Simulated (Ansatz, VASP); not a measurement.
## One calculation of Sr, two programs

Contents of INCAR:

```
SYSTEM = Sr
PREC = Accurate
ENCUT = 520
EDIFF = 1E-6
ISMEAR = 0
SIGMA = 0.03
LREAL = .FALSE.
LASPH = .TRUE.
NELM = 80
ALGO = Normal
ISIF = 2
LWAVE = .FALSE.
LCHARG = .FALSE.
GGA = PS
NBANDS = 11
```

The input KPOINTS:

```
regular mesh
0
G
  10 10 10
  0 0 0
```

The input POSCAR:

```
Sr
1.0
    0.0038029375      3.0423500000      3.0423500000
    3.0461529375      0.0000000000      3.0461529375
    3.0423500000      3.0423500000      0.0038029375
Sr
1
Direct
    0.0000000000      0.0000000000      0.0000000000
```

Input for Ansatz:

```yaml
crystal:
  lattice:
    - [0.0038029375, 3.04235, 3.04235]
    - [3.0461529375, 0.0, 3.0461529375]
    - [3.04235, 3.04235, 0.0038029375]
  atoms:
    - { symbol: Sr, position: [0.0, 0.0, 0.0] }
basis:
  ecutwfc: 420
kpoints:
  mp_grid: { grid: [10, 10, 10] }
hamiltonian:
  xc: pbesol
scf:
  occupations: { method: gaussian, width: 0.03 }
output:
  forces: true
  stress: true
  eigenvalues: true
```

Change from the starting cell: strain +0.0025 x Voigt [0, 0, 0, 0, 1, 0], atoms carried along.

Alike in both runs: task single point; functional PBEsol; k mesh 10 × 10 × 10; occupations gaussian, width 0.03 eV; no spin polarisation.

|  | VASP | Ansatz |
| --- | --- | --- |
| version | VASP 6.6.1 | Ansatz 0.2.0 |
| potentials or method | VASP PAW PBE potentials, release 64 (Sr_sv), cutoff 520 eV | scalar-relativistic, plane waves, PAW |
| valence electrons in the cell | 10 | 10 |

|  | VASP | Ansatz | Ansatz less VASP |
| --- | --- | --- | --- |
| gap on the k mesh at the Fermi level (eV) | none | none | - |
| pressure (GPa) | -0.9 | -0.9 | -0.01 |

VASP's potentials were made for PBE, not for PBEsol. A gap of «none» marks a metal or a gap that the smearing closes. With one functional, cell and mesh, what is left measures potentials, basis and numerics.
